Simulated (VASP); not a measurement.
# Fe3Co (P4/mmm) in VASP: a series of runs, part 2 of 2

VASP 6.6.1. Earlier steps stand in the parts before.

## Step 3: Single point, r2SCAN, collinear spin, ferromagnetic start

Input file POSCAR:

```
Fe3Co
1.0
    4.0235794450      0.0000000000      0.0000000000
    0.0000000000      4.0235794450      0.0000000000
    0.0000000000      0.0000000000      2.8277051700
Fe Co
3 1
Direct
    0.5000000000      0.5000000000      0.0000000000
    0.5000000000      0.0000000000      0.5000000000
    0.0000000000      0.5000000000      0.5000000000
    0.0000000000      0.0000000000      0.0000000000
```

Input file INCAR.step1:

```
ALGO     = Normal         # electronic algorithm
EDIFF    = 1E-4           # SCF threshold, eV
ENCUT    = 520            # plane-wave cutoff, eV
GGA      = PE             # functional
ISMEAR   = 0              # smearing method
ISPIN    = 2              # spin polarisation
LASPH    = T              # aspherical terms in the spheres
LCHARG   = F              # write CHGCAR
LMAXMIX  = 4              # l up to which the mixer works
LREAL    = F              # projectors in reciprocal space
LWAVE    = T              # write WAVECAR
MAGMOM   = 2.96 3.16 3.16 2.11 # initial moments
NBANDS   = 28             # bands
NELM     = 150            # most SCF steps
PREC     = Accurate       # precision mode
SIGMA    = 0.1            # smearing width, eV
```

Input file INCAR.step2:

```
ALGO     = Normal         # electronic algorithm
EDIFF    = 1E-6           # SCF threshold, eV
ENCUT    = 520            # plane-wave cutoff, eV
ISIF     = 2              # what is computed and relaxed
ISMEAR   = 0              # smearing method
ISPIN    = 2              # spin polarisation
ISTART   = 1            
LASPH    = T              # aspherical terms in the spheres
LCHARG   = F              # write CHGCAR
LMAXMIX  = 4              # l up to which the mixer works
LMIXTAU  = T            
LORBIT   = 11             # projections on sites
LREAL    = F              # projectors in reciprocal space
LWAVE    = F              # write WAVECAR
MAGMOM   = 2.96 3.16 3.16 2.11 # initial moments
METAGGA  = R2SCAN         # meta-GGA
NBANDS   = 28             # bands
NELM     = 150            # most SCF steps
PREC     = Accurate       # precision mode
SIGMA    = 0.1            # smearing width, eV
```

Input file KPOINTS:

```
k-points
0
Gamma
  6 6 8
```

Potentials or basis: VASP PAW PBE potentials, release 64 (Fe, Co).

Run with:

```sh
$ cat potpaw_PBE.64/Fe/POTCAR potpaw_PBE.64/Co/POTCAR > POTCAR
$ cp INCAR.step1 INCAR
$ mpirun -np 1 vasp_std > vasp.out
$ cp INCAR.step2 INCAR
$ mpirun -np 1 vasp_std > vasp.out
```

Run time: 4.6 min. Hardware: 1 thread of AMD EPYC 9R45 (Zen 5), shared host; peak memory 0.22 GiB.

The run converged. Its results:

```
Free energy                                           : -56.7993 eV
Pressure                                              : -0.1 GPa
Net moment                                            : 9.73 μB per cell
Site moments                                          : Fe +2.60, +2.79 (each value once); Co +1.81 μB
Valence electrons inside the program's atomic spheres : Fe 7.27, 7.21 (each value once); Co 8.28
```

Stress tensor (GPa, compression positive):
```
-0.19  0.00  0.00
 0.00 -0.19  0.00
 0.00  0.00  0.12
```

Levels at points of the mesh, in eV from the Fermi level:
Spin up:
```
           k point  band 17  band 18  band 19  band 20  band 21  band 22  band 23  band 24  band 25  band 26
(0.00, 0.00, 0.00)    -1.05    -1.05    -0.92    -0.56    -0.56     0.32     0.32     6.71     6.83     9.88
(0.50, 0.00, 0.00)    -2.12    -2.09    -1.92    -1.91    -1.02    -0.60     4.75     4.77     7.29     7.62
(0.50, 0.50, 0.00)    -2.32    -2.13    -1.93    -1.93    -0.77    -0.65    -0.65    -0.60    16.93    16.95
(0.00, 0.00, 0.50)    -1.99    -1.99    -1.96    -1.91    -0.58    -0.54     8.32     8.34     8.36     8.36
(0.50, 0.00, 0.50)    -2.01    -1.79    -1.64    -1.37     1.46     1.63     1.73     1.83    10.70    10.74
(0.50, 0.50, 0.50)    -0.90    -0.67    -0.67    -0.46     0.25     0.37     0.37     0.49     6.56     6.90
```
Spin down:
```csv
k point,band 8,band 9,band 10,band 11,band 12,band 13,band 14,band 15,band 16,band 17
"(0.00, 0.00, 0.00)",-0.37,-0.24,-0.24,-0.23,-0.23,1.65,1.81,1.90,2.32,2.32
"(0.50, 0.00, 0.00)",-1.12,-0.70,-0.64,-0.41,0.42,0.74,1.01,1.23,1.45,1.59
"(0.50, 0.50, 0.00)",-0.64,-0.44,-0.34,-0.34,0.35,0.35,0.35,0.44,0.46,1.19
"(0.00, 0.00, 0.50)",-1.91,-0.64,-0.32,-0.12,-0.12,0.34,0.34,0.80,1.44,1.94
"(0.50, 0.00, 0.50)",-1.58,-1.48,-1.39,-1.17,-1.08,1.33,1.58,1.73,2.07,2.23
"(0.50, 0.50, 0.50)",-1.38,-0.32,-0.17,-0.17,-0.02,1.49,1.63,1.88,1.88,2.46
```

Caveat: the PAW data sets were made with another functional, which shifts forces and pressure a little.

## Step 4: Single point, r2SCAN, collinear spin, ferromagnetic start

POSCAR is that of step 3.

Input file INCAR.step1:

```
SYSTEM = Fe3Co
ALGO     = Normal         ! electronic algorithm
EDIFF    = 1E-4           ! SCF threshold, eV
ENCUT    = 520            ! plane-wave cutoff, eV
GGA      = PE             ! functional
ISMEAR   = 0              ! smearing method
ISPIN    = 2              ! spin polarisation
LASPH    = .TRUE.         ! aspherical terms in the spheres
LCHARG   = .FALSE.        ! write CHGCAR
LMAXMIX  = 4              ! l up to which the mixer works
LREAL    = .FALSE.        ! projectors in reciprocal space
LWAVE    = .TRUE.         ! write WAVECAR
MAGMOM   = 2.96 3.16 3.16 2.11 ! initial moments
NBANDS   = 28             ! bands
NELM     = 150            ! most SCF steps
PREC     = Accurate       ! precision mode
SIGMA    = 0.1            ! smearing width, eV
```

Input file INCAR.step2:

```
SYSTEM = Fe3Co
ALGO     = Normal         ! electronic algorithm
EDIFF    = 1E-6           ! SCF threshold, eV
ENCUT    = 520            ! plane-wave cutoff, eV
ISIF     = 2              ! what is computed and relaxed
ISMEAR   = 0              ! smearing method
ISPIN    = 2              ! spin polarisation
ISTART   = 1            
LASPH    = .TRUE.         ! aspherical terms in the spheres
LCHARG   = .FALSE.        ! write CHGCAR
LMAXMIX  = 4              ! l up to which the mixer works
LMIXTAU  = .TRUE.       
LORBIT   = 11             ! projections on sites
LREAL    = .FALSE.        ! projectors in reciprocal space
LWAVE    = .FALSE.        ! write WAVECAR
MAGMOM   = 2.96 3.16 3.16 2.11 ! initial moments
METAGGA  = R2SCAN         ! meta-GGA
NBANDS   = 28             ! bands
NELM     = 150            ! most SCF steps
PREC     = Accurate       ! precision mode
SIGMA    = 0.1            ! smearing width, eV
```

Input file KPOINTS:

```
k-points
0
G
  6 6 10
  0 0 0
```

Run with:

```sh
$ cat potpaw_PBE.64/Fe/POTCAR potpaw_PBE.64/Co/POTCAR > POTCAR
$ cp INCAR.step1 INCAR
$ mpirun -np 1 vasp_std > vasp.out
$ cp INCAR.step2 INCAR
$ mpirun -np 1 vasp_std > vasp.out
```

Wall time 5 min (1 thread of AMD EPYC 9R45 (Zen 5), shared host); peak memory 0.23 GiB.

It converged, with:

```yaml
Free_energy: -56.8015 eV
Pressure: -0.3 GPa
Net_moment: 9.68 μB per cell
Site_moments: Fe +2.58, +2.78 (each value once); Co +1.80 μB
Valence_electrons_inside_the_program's_atomic_spheres: Fe 7.27, 7.21 (each value once); Co 8.28
```

Stress tensor (GPa, compression positive):
```
-0.37  0.00  0.00
 0.00 -0.37  0.00
 0.00  0.00 -0.29
```

Levels at points of the mesh, in eV from the Fermi level:
Spin up:
| k point | band 18 | band 19 | band 20 | band 21 | band 22 | band 23 | band 24 | band 25 |
| --- | --- | --- | --- | --- | --- | --- | --- | --- |
| (0.00, 0.00, 0.00) | -1.05 | -0.91 | -0.55 | -0.55 | 0.32 | 0.32 | 6.71 | 6.84 |
| (0.50, 0.00, 0.00) | -2.08 | -1.90 | -1.90 | -1.01 | -0.58 | 4.75 | 4.78 | 7.30 |
| (0.50, 0.50, 0.00) | -2.12 | -1.92 | -1.92 | -0.76 | -0.65 | -0.65 | -0.59 | 16.94 |
| (0.00, 0.00, 0.50) | -1.98 | -1.95 | -1.90 | -0.58 | -0.53 | 8.33 | 8.35 | 8.36 |
| (0.50, 0.00, 0.50) | -1.79 | -1.64 | -1.36 | 1.46 | 1.63 | 1.73 | 1.84 | 10.70 |
| (0.50, 0.50, 0.50) | -0.66 | -0.66 | -0.44 | 0.25 | 0.38 | 0.38 | 0.50 | 6.56 |
Spin down:
```tsv
k point	band 10	band 11	band 12	band 13	band 14	band 15
(0.00, 0.00, 0.00)	-0.25	-0.23	-0.23	1.65	1.81	1.89
(0.50, 0.00, 0.00)	-0.65	-0.41	0.41	0.73	1.00	1.22
(0.50, 0.50, 0.00)	-0.35	-0.35	0.34	0.34	0.34	0.43
(0.00, 0.00, 0.50)	-0.32	-0.13	-0.13	0.34	0.34	0.79
(0.50, 0.00, 0.50)	-1.39	-1.18	-1.09	1.34	1.58	1.73
(0.50, 0.50, 0.50)	-0.18	-0.18	-0.02	1.50	1.63	1.88
```

Caveat: the PAW data sets were made with another functional, which shifts forces and pressure a little.

## Step 5: The runs side by side

```tsv
k mesh	gap on the mesh (eV)	pressure (GPa)	moment (μB)
6 × 6 × 6	none	0.8	9.84
6 × 6 × 8	none	-0.1	9.73
6 × 6 × 10	none	-0.3	9.68
```

Alike in all rows: task single point; level r2SCAN; potentials or basis VASP PAW PBE potentials, release 64 (Fe, Co); spin collinear, ferromagnetic start; cell as given; cutoff (eV) 520; smearing gaussian 0.1 eV.

Caveats: some runs use coarse meshes; the PAW data sets were made with another functional, which shifts forces and pressure a little.

Total energies depend on the potentials used, so only differences within one code and one set of settings carry meaning.
